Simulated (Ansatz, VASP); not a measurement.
SiO2: VASP beside Ansatz

The input INCAR:

```
SYSTEM = SiO2
PREC = Accurate
ENCUT = 600
EDIFF = 1E-7
ISMEAR = 0
SIGMA = 0.02
LREAL = .False.
LASPH = .True.
NELM = 60
ALGO = Normal
ISIF = 3
LWAVE = .False.
LCHARG = .False.
GGA = PE
IBRION = 2
NSW = 100
EDIFFG = -0.005
```

The input KPOINTS:

```
regular mesh
0
Gamma
  6 6 6
  0 0 0
```

File POSCAR:

```
SiO2
1.0
   -2.5133695493      2.5133695493      3.6893902076
    2.5133695493     -2.5133695493      3.6893902076
    2.5133695493      2.5133695493     -3.6893902076
Si O
2 4
Direct
    0.0000000000      0.0000000000      0.0000000000
    0.7500000000      0.2500000000      0.5000000000
    0.9670112400      0.6250000000      0.8420112400
    0.3750000000      0.2170112400      0.3420112400
    0.7829887600      0.1250000000      0.1579887600
    0.8750000000      0.0329887600      0.6579887600
```

Input for Ansatz:

```yaml
crystal:
  lattice:
    - [-2.5133695493, 2.5133695493, 3.6893902076]
    - [2.5133695493, -2.5133695493, 3.6893902076]
    - [2.5133695493, 2.5133695493, -3.6893902076]
  atoms:
    - { symbol: Si, position: [0.0, 0.0, 0.0] }
    - { symbol: Si, position: [0.75, 0.25, 0.5] }
    - { symbol: O, position: [0.96701124, 0.625, 0.84201124] }
    - { symbol: O, position: [0.375, 0.21701124, 0.34201124] }
    - { symbol: O, position: [0.78298876, 0.125, 0.15798876] }
    - { symbol: O, position: [0.875, 0.03298876, 0.65798876] }
basis:
  ecutwfc: 420
kpoints:
  mp_grid: { grid: [6, 6, 6] }
hamiltonian:
  xc: pbe
scf:
  occupations: { method: gaussian, width: 0.02 }
output:
  forces: true
  stress: true
  eigenvalues: true
relax:
  adjacent_minimum: "off"
  f_tol: 0.005
  max_steps: 80
  cell: { stress_tol: 0.05 }
```

Alike in both runs: task relaxation of cell and atoms; functional PBE; k mesh 6 × 6 × 6; occupations gaussian, width 0.02 eV; no spin polarisation.

|  | VASP | Ansatz |
| --- | --- | --- |
| version | VASP 6.6.1 | Ansatz 0.2.0 |
| potentials or method | VASP PAW PBE potentials, release 64 (Si, O), cutoff 600 eV | scalar-relativistic, plane waves, PAW |
| valence electrons in the cell | 32 | 32 |

```csv
,VASP,Ansatz,Ansatz less VASP
"gap on the k mesh at the Fermi level, each at its own relaxed structure (eV)",5.74,5.73,-0.005
relaxed volume (Å³/atom),15.53,15.54,+0.012
relaxed cell length with the largest relative difference (Å),5.122,5.123,+0.0013
```
